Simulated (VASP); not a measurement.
# Zn16Se13S3 (P1) in VASP: single point with PBEsol

Aim: the single point of Zn16Se13S3 with PBEsol.

Everything below comes from runs of VASP 6.6.1. Logs are shortened: lines on timing, memory, paths and dates and some standing lists are left out, and cuts for length are marked.

## Step 1: The cell of the first run

The typed cell holds 64 atoms: a = 11.162 Å, b = 11.162 Å, c = 11.162 Å, α = 90.00°, β = 90.00°, γ = 90.00°.

## Step 2: Single point, PBEsol

INCAR reads:

```
SYSTEM = Zn16Se13S3
  ALGO = Normal
  EDIFF = 1E-6
  ENCUT = 500
  GGA = PS
  GGA_COMPAT = .FALSE.
  ISIF = 2
  ISMEAR = -1
  ISYM = -1
  LASPH = .TRUE.
  LCHARG = .FALSE.
  LREAL = Auto
  LWAVE = .FALSE.
  NBANDS = 326
  NELM = 120
  PREC = Accurate
  SIGMA = 0.05
```

KPOINTS reads:

```
explicit points
1
Reciprocal
  0.25000000   0.25000000   0.25000000 1
```

POSCAR reads:

```
Zn16Se13S3
1.0
   11.1618599047      0.0000000000      0.0000000000
    0.0000000000     11.1618599047      0.0000000000
    0.0000000000      0.0000000000     11.1618599047
Zn Se S
32 26 6
Direct
    0.9991540000      0.0008260000      0.0011240000
    0.9977640000      0.0004850000      0.4999680000
    0.9979680000      0.5000040000      0.0010860000
    0.9948370000      0.5041450000      0.4955630000
    0.5094520000      0.0013710000      0.0009040000
    0.5009350000      0.0010150000      0.5000440000
    0.5009930000      0.4913030000      0.0012650000
    0.5056140000      0.4953540000      0.4952280000
    0.2567710000      0.2544340000      0.0054390000
    0.2510080000      0.2508710000      0.4997610000
    0.2509920000      0.7494500000      0.0010900000
    0.2514260000      0.7489220000      0.4999720000
    0.7409240000      0.2506110000      0.0011850000
    0.7443390000      0.2547660000      0.4952460000
    0.7444710000      0.7535850000      0.9967500000
    0.7539830000      0.7449060000      0.4958900000
    0.2510440000      0.0000110000      0.2500160000
    0.2518450000      0.0016720000      0.7518080000
    0.2564980000      0.4941110000      0.2443030000
    0.2511720000      0.5006140000      0.7494270000
    0.7441000000      0.0063520000      0.2440800000
    0.7451240000      0.9957490000      0.7540050000
    0.7493890000      0.5003090000      0.2581420000
    0.7439470000      0.4943970000      0.7560470000
    0.9991020000      0.2505350000      0.2496920000
    0.9981180000      0.2504260000      0.7504850000
    0.9937580000      0.7446390000      0.2540390000
    0.9989600000      0.7493270000      0.7502660000
    0.5055640000      0.2544470000      0.2451500000
    0.5048520000      0.2545650000      0.7551430000
    0.5006190000      0.7491450000      0.2495260000
    0.5056750000      0.7536750000      0.7551580000
    0.1262750000      0.1265070000      0.1247520000
    0.1246510000      0.1251600000      0.6249500000
    0.1248640000      0.6233500000      0.1268210000
    0.1234250000      0.6241120000      0.6236250000
    0.6252350000      0.1265800000      0.6262720000
    0.6251460000      0.6218790000      0.1247200000
    0.6257440000      0.6233720000      0.6251400000
    0.3782070000      0.3749180000      0.6248730000
    0.3780920000      0.8763990000      0.1234380000
    0.3767810000      0.8745150000      0.6263910000
    0.8701750000      0.3748330000      0.1260330000
    0.8715980000      0.3761740000      0.6238050000
    0.8717540000      0.8745890000      0.1254550000
    0.8723250000      0.8737500000      0.6250170000
    0.3782230000      0.1279040000      0.3719670000
    0.3790450000      0.1262230000      0.8778780000
    0.3763340000      0.6217050000      0.3735760000
    0.3783460000      0.6232030000      0.8766930000
    0.8713340000      0.1261230000      0.3735600000
    0.8702780000      0.1253770000      0.8765850000
    0.8712810000      0.6244840000      0.8752150000
    0.1249450000      0.3766160000      0.3736110000
    0.1261540000      0.3746260000      0.8766430000
    0.1232600000      0.8733890000      0.3743850000
    0.1247390000      0.8748030000      0.8754130000
    0.6265870000      0.8749740000      0.3736620000
    0.6231300000      0.1279320000      0.1235950000
    0.3798250000      0.3733460000      0.1250560000
    0.8725670000      0.6229610000      0.3744060000
    0.6246250000      0.3746640000      0.3715210000
    0.6235020000      0.3735430000      0.8782580000
    0.6245440000      0.8762290000      0.8766930000
```

Potentials or basis: VASP PAW PBE potentials, release 64 (Zn, Se, S).

Run with:

```
$ cat potpaw_PBE.64/Zn/POTCAR potpaw_PBE.64/Se/POTCAR potpaw_PBE.64/S/POTCAR > POTCAR
$ mpirun -np 1 vasp_std > vasp.out
```

OUTCAR:

```text
SYSTEM = Zn16Se13S3
   EDIFF = 1E-6
   ENCUT = 500
   GGA = PS
   ISIF = 2
   ISMEAR = -1
   ISYM = -1
   LASPH = .TRUE.
   LREAL = Auto
   NELM = 120
   PREC = Accurate

 ion  position               nearest neighbor table
   1  0.999  0.001  0.001-  33 2.43  57 2.43  45 2.44  52 2.44
   2  0.998  0.000  0.500-  34 2.43  46 2.43  56 2.44  51 2.44
   3  0.998  0.500  0.001-  35 2.42  53 2.43  43 2.44  55 2.44
   4  0.995  0.504  0.496-  61 2.33  36 2.43  44 2.45  54 2.45
   5  0.509  0.001  0.001-  59 2.34  64 2.35  48 2.44  41 2.44
   6  0.501  0.001  0.500-  37 2.42  42 2.43  47 2.43  58 2.44
[... 56 lines left out ...]
  63  0.624  0.374  0.878-  30 2.33   7 2.34  13 2.34  24 2.34
  64  0.625  0.876  0.877-  15 2.34  22 2.34  32 2.34   5 2.35

IMPORTANT INFORMATION: All symmetrisations will be switched off!
NOSYMM: (Re-)initialisation of all symmetry stuff for point group C_1.

----------------------------------------------------------------------------------------

                                     Primitive cell

  volume of cell :    1390.6239

  direct lattice vectors                    reciprocal lattice vectors
    11.161859905  0.000000000  0.000000000     0.089590804  0.000000000  0.000000000
     0.000000000 11.161859905  0.000000000     0.000000000  0.089590804  0.000000000
     0.000000000  0.000000000 11.161859905     0.000000000  0.000000000  0.089590804

  length of vectors
    11.161859905 11.161859905 11.161859905     0.089590804  0.089590804  0.089590804

  position of ions in fractional coordinates (direct lattice)
     0.999154000  0.000826000  0.001124000
     0.997764000  0.000485000  0.499968000
     0.997968000  0.500004000  0.001086000
     0.994837000  0.504145000  0.495563000
     0.509452000  0.001371000  0.000904000
     0.500935000  0.001015000  0.500044000
[... 56 lines left out ...]
     0.623502000  0.373543000  0.878258000
     0.624544000  0.876229000  0.876693000

  ion indices of the primitive-cell ions
   primitive index   ion index
                 1           1
                 2           2
                 3           3
                 4           4
                 5           5
                 6           6
[... 56 lines left out ...]
                63          63
                64          64

----------------------------------------------------------------------------------------

 KPOINTS: explicit points

Read explicit list of k-points.

 Found      1 k-points:

 Following reciprocal coordinates:
            Coordinates               Weight
  0.250000  0.250000  0.250000      1.000000
   k-points           NKPTS =      1   k-points in BZ     NKDIM =      1   number of bands    NBANDS=    326
   number of dos      NEDOS =    301   number of ions     NIONS =     64
   total plane-waves  NPLWV = 592704
   dimension x,y,z NGX =    84 NGY =   84 NGZ =   84
   dimension x,y,z NGXF=   168 NGYF=  168 NGZF=  168
   ions per type =              32  26   6
   NGX,Y,Z   is equivalent  to a cutoff of  12.51, 12.51, 12.51 a.u.
   NGXF,Y,Z  is equivalent  to a cutoff of  25.02, 25.02, 25.02 a.u.
 SYSTEM =  Zn16Se13S3
   PREC   = accura    normal or accurate (medium, high low for compatibility)
   ISTART =      0    job   : 0-new  1-cont  2-samecut
   ICHARG =      2    charge: 1-file 2-atom 10-const
   ISPIN  =      1    spin polarized calculation?
   LNONCOLLINEAR =      F non collinear calculations
   LSORBIT =      F    spin-orbit coupling
   LASPH  =      T    aspherical Exc in radial PAW
   ENCUT  =  500.0 eV  36.75 Ry    6.06 a.u.  20.35 20.35 20.35*2*pi/ulx,y,z
   NELM   =    120;   NELMIN=  2; NELMDL= -5     # of ELM steps
   EDIFF  = 0.1E-05   stopping-criterion for ELM
   LREAL  =      T    real-space projection
   EDIFFG = 0.1E-04   stopping-criterion for IOM
   NSW    =      0    number of steps for IOM
   IBRION =     -1    ionic relax: 0-MD 1-quasi-New 2-CG
   NFREE  =      0    steps in history (QN), initial steepest desc. (CG)
   ISIF   =      2    stress and relaxation
   ISYM   =     -1    0-nonsym 1-usesym 2-fastsym
   POTIM  = 0.5000    time-step for ionic-motion
   TEBEG  =    0.0;   TEEND  =   0.0 temperature during run
   PSTRESS=    0.0 pullay stress
   NELECT =     576.0000    total number of electrons
   NUPDOWN=      -1.0000    fix difference up-down
   EMIN   =  10.00;   EMAX   =-10.00  energy-range for DOS
   EFERMI =   0.00;   METHOD = LEGACY
   ISMEAR =    -1;   SIGMA  =   0.05  broadening in eV -4-tet -1-fermi 0-gaus
   EFERMI_NEDOS =   21; number of points for ismear=-14 and -15
   IALGO  =     38    algorithm
   IMIX   =      4    mixing-type and parameters
     AMIX     =   0.40;   BMIX     =  1.00
     AMIX_MAG =   1.60;   BMIX_MAG =  1.00
  volume/ion in A,a.u.               =      21.73       146.63
  Fermi-wavevector in a.u.,A,eV,Ry     =   1.220335  2.306099 20.262037  1.489218
  Thomas-Fermi vector in A             =   2.355556
   LORBIT       =      0    0 simple, 1 ext, 2 COOP (PROOUT), +10 PAW based schemes
   GGA     = PS    functional components
   LHFCALC =     F    Hartree Fock is set to
   AEXX    =    0.0000 exact exchange contribution
   IVDW    =     0    specifies the selected vdW correction
   LEPSILON=     F    determine dielectric tensor
   LRPA    =     F    only Hartree local field effects (RPA)
 non-spin polarized calculation
  energy-cutoff  :      500.00
  volume of cell :     1390.62
 maximum number of plane-waves:     35294
 NGX is ok and might be reduce to    84
   NGX = 41   NGY = 41   NGZ = 41

 number of electron     576.0000440 magnetization

 Free energy of the ion-electron system (eV)
  ---------------------------------------------------
  ext. energy  EPLUGINS =         0.00000000
  ---------------------------------------------------
  free energy    TOTEN  =      -221.36389929 eV

  energy without entropy =     -221.36389929  energy(sigma->0) =     -221.36389929

 E-fermi :   2.8589     XC(G=0):  -9.6786

 val. band max:        1.6267566963   @ k =   0.2500   0.2500   0.2500
 cond. band min:       4.1053252490   @ k =   0.2500   0.2500   0.2500
 fundamental gap:      2.4785685527
 Fermi energy:         2.8588680586

 k-point     1 :       0.2500    0.2500    0.2500
  band No.  band energies     occupation
      1     -11.5322      2.00000
      2     -11.2883      2.00000
      3     -11.2653      2.00000
      4     -11.2558      2.00000
      5     -11.0821      2.00000
      6     -11.0593      2.00000
[... 292 lines left out ...]
    299       5.2665      0.00000
    300       5.3109      0.00000
 [bands above 300 left out]

------------------------ aborting loop because EDIFF is reached ----------------------------------------

  FORCE on cell =-STRESS in cart. coord.  units (eV):
  Direction    XX          YY          ZZ          XY          YZ          ZX
  --------------------------------------------------------------------------------------
  -------------------------------------------------------------------------------------
  Total        2.3680826      2.3921384      2.3986998     -2.8367853     -2.8848234     -2.8353020
  in kB        2.7283352      2.7560506      2.7636101     -3.2683409     -3.3236870     -3.2666319
  external PRESSURE =       2.7493320 kB  Pullay stress =       0.0000000 kB

 VOLUME and BASIS-vectors are now :
 -----------------------------------------------------------------------------
  energy-cutoff  :      500.00
  volume of cell :     1390.62
      direct lattice vectors                 reciprocal lattice vectors
    11.161859905  0.000000000  0.000000000     0.089590804  0.000000000  0.000000000
     0.000000000 11.161859905  0.000000000     0.000000000  0.089590804  0.000000000
     0.000000000  0.000000000 11.161859905     0.000000000  0.000000000  0.089590804

 POSITION                                       TOTAL-FORCE (eV/Angst)
 -----------------------------------------------------------------------------------
     11.15242      0.00922      0.01255         0.001801     -0.001343     -0.001759
     11.13690      0.00541      5.58057         0.002273      0.000085     -0.000098
     11.13918      5.58097      0.01212         0.001655     -0.000691     -0.001659
     11.10423      5.62720      5.53140        -0.003460      0.002505     -0.003549
      5.68643      0.01530      0.01009         0.004690     -0.001023     -0.000416
      5.59137      0.01133      5.58142        -0.002588     -0.001930      0.000223
[... 56 lines left out ...]
      6.95944      4.16943      9.80299         0.000407     -0.000106     -0.000085
      6.97107      9.78035      9.78552        -0.002019      0.000701     -0.000397
 -----------------------------------------------------------------------------------
    total drift:                                0.008526     -0.013951     -0.007969

  FREE ENERGIE OF THE ION-ELECTRON SYSTEM (eV)
  ---------------------------------------------------
  free  energy   TOTEN  =      -221.3638992941 eV

  energy  without entropy=     -221.3638992940  energy(sigma->0) =     -221.36389929
```

Run time: 32 min. Hardware: 1 thread of AMD EPYC 7R43 (Zen 3), shared host; peak memory 1.2 GiB.

What came out:

```yaml
Free_energy: -221.3639 eV
Pressure: 0.3 GPa
Largest_force: 0.007 eV/Å
Band_gap_on_the_k_mesh: 2.48 eV
```

Forces in eV/Å, atoms in the order of the input:
```
Zn   0.002 -0.001 -0.002
Zn   0.002  0.000  0.000
Zn   0.002 -0.001 -0.002
Zn  -0.003  0.003 -0.004
Zn   0.005 -0.001  0.000
Zn  -0.003 -0.002  0.000
Zn  -0.001 -0.004 -0.001
Zn   0.004 -0.004 -0.003
Zn   0.001  0.005  0.004
Zn  -0.002 -0.003  0.002
Zn  -0.002  0.001 -0.002
Zn  -0.001  0.003 -0.001
Zn  -0.004  0.000 -0.002
Zn  -0.004  0.004 -0.003
Zn  -0.003  0.003 -0.002
Zn   0.002 -0.003 -0.003
Zn  -0.002  0.000  0.001
Zn  -0.001  0.000 -0.001
Zn   0.001 -0.002 -0.003
Zn  -0.003 -0.001  0.002
Zn  -0.003  0.003 -0.002
Zn  -0.003 -0.004  0.003
Zn   0.002  0.002  0.003
Zn  -0.002 -0.002  0.003
Zn   0.002  0.000  0.001
Zn   0.002  0.000  0.000
Zn  -0.002 -0.002  0.003
Zn   0.003  0.002  0.001
Zn   0.003  0.005 -0.002
Zn   0.004  0.005  0.004
Zn  -0.001  0.002  0.001
Zn   0.004  0.004  0.004
Se  -0.001 -0.002 -0.001
Se   0.002 -0.002  0.000
Se   0.001  0.000  0.004
Se   0.001  0.000  0.000
Se   0.000 -0.001  0.000
Se   0.002 -0.006 -0.003
Se  -0.001  0.004 -0.001
Se   0.006 -0.001 -0.001
Se   0.004  0.003 -0.003
Se  -0.001  0.000  0.001
Se  -0.002  0.000  0.000
Se  -0.001  0.002 -0.001
Se  -0.002 -0.002  0.003
Se  -0.001 -0.001  0.000
Se   0.000  0.000 -0.001
Se  -0.001  0.000  0.002
Se   0.000 -0.003  0.000
Se   0.002 -0.001  0.001
Se  -0.001  0.000  0.001
Se   0.000  0.002  0.002
Se  -0.003 -0.001  0.001
Se   0.000  0.001  0.000
Se  -0.001 -0.001 -0.002
Se  -0.001 -0.001  0.000
Se   0.001  0.001 -0.002
Se  -0.001  0.000  0.001
S   -0.002 -0.002  0.000
S    0.001 -0.002  0.002
S    0.004  0.003 -0.002
S   -0.004 -0.003  0.003
S    0.000  0.000  0.000
S   -0.002  0.001  0.000
```

Levels at points of the mesh, in eV from the valence-band top:
```tsv
k point	band 285	band 286	band 287	band 288	band 289	band 290	band 291	band 292
(0.25, 0.25, 0.25)	-0.38	-0.34	0.00	0.00	2.48	2.82	3.33	3.34
```

Caveat: the PAW data sets were made with another functional, which shifts forces and pressure a little; a shifted mesh leaves out Γ, where band edges can lie.
